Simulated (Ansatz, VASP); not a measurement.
# One calculation of B2Se, two programs

INCAR

```
SYSTEM = B2Se
PREC = Accurate
ENCUT = 600
EDIFF = 1E-7
ISMEAR = 0
SIGMA = 0.1
LREAL = .False.
LASPH = .True.
NELM = 100
ALGO = Normal
ISIF = 3
LWAVE = .False.
LCHARG = .False.
GGA = PE
IBRION = 2
NSW = 100
EDIFFG = -0.01
```

Contents of KPOINTS:

```
regular mesh
0
Gamma
  18 18 10
  0 0 0
```

Contents of POSCAR:

```
B2Se
1.0
    1.3650428776     -2.8928437498      0.0000000000
    1.3650428776      2.8928437498      0.0000000000
    0.0000000000      0.0000000000      4.4459512340
B Se
2 1
Direct
    0.8490871895      0.1509128105      0.0000000000
    0.1509128105      0.8490871895      0.0000000000
    0.0000000000      0.0000000000      0.5000000000
```

Input for Ansatz:

```yaml
crystal:
  lattice:
    - [1.3650428776, -2.8928437498, 0.0]
    - [1.3650428776, 2.8928437498, 0.0]
    - [0.0, 0.0, 4.445951234]
  atoms:
    - { symbol: B, position: [0.8490871895, 0.1509128105, 0.0] }
    - { symbol: B, position: [0.1509128105, 0.8490871895, 0.0] }
    - { symbol: Se, position: [0.0, 0.0, 0.5] }
basis:
  ecutwfc: 420
kpoints:
  mp_grid: { grid: [18, 18, 10] }
hamiltonian:
  xc: pbe
scf:
  occupations: { method: gaussian, width: 0.1 }
output:
  forces: true
  stress: true
  eigenvalues: true
relax:
  adjacent_minimum: "off"
  f_tol: 0.01
  max_steps: 80
  cell: { stress_tol: 0.05 }
```

Alike in both runs: task relaxation of cell and atoms; functional PBE; k mesh 18 × 18 × 10; occupations gaussian, width 0.1 eV; no spin polarisation.

|  | VASP | Ansatz |
| --- | --- | --- |
| version | VASP 6.6.1 | Ansatz 0.2.0 |
| potentials or method | VASP PAW PBE potentials, release 64 (B, Se), cutoff 600 eV | scalar-relativistic, plane waves, PAW |
| valence electrons in the cell | 12 | 22 |

```csv
,VASP,Ansatz,Ansatz less VASP
"gap on the k mesh at the Fermi level, each at its own relaxed structure (eV)",none,none,-
relaxed volume (Å³/atom),11.54,11.54,-0.004
relaxed length of the cell vector where the two differ most in proportion (Å),4.445,4.445,-0.0006
```

A gap of «none» marks a metal or a gap that the smearing closes. VASP's potentials hold 12 valence electrons a cell and Ansatz's 22, so a difference there can come from the potentials and not from the codes.
